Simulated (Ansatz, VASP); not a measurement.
## Two plane-wave programs on AlW3

```
Al W
1.0
     0.00000    3.15394    3.15394
     3.15394    0.00000    3.15394
     3.15394    3.15394    0.00000
Al W
1 3
Direct
  0.00000 0.00000 0.00000
  0.25000 0.25000 0.25000
  0.75000 0.75000 0.75000
  0.50000 0.50000 0.50000
```

Change from the starting cell: species swapped into the Na3Bi type (Fm-3m, No. 225).

Alike in both runs: functional PBE; k mesh 4 × 4 × 4; occupations gaussian, width 0.1 eV; no spin polarisation.

Ansatz relaxed the structure, and its values are those at the end. VASP's run is a single point on that final structure, the one shown.

|  | VASP | Ansatz |
| --- | --- | --- |
| version | VASP 6.6.1 | Ansatz 0.2.0 |
| potentials or method | VASP PAW PBE potentials, release 64 (Al, W_sv), cutoff 520 eV | scalar-relativistic, plane waves, PAW |
| valence electrons in the cell | 45 | 45 |

VASP gave:

```
gap on the k mesh at the Fermi level (eV) : none
pressure (GPa)                            : 0.2
```

Question: Which values does Ansatz return?

Answer: gap on the k mesh at the Fermi level (eV): none; pressure (GPa): 0.0.

A gap of «none» marks a metal or a gap that the smearing closes.

The k mesh is coarse, so the values compare programs but aren't converged. Neither program's run includes spin-orbit coupling.
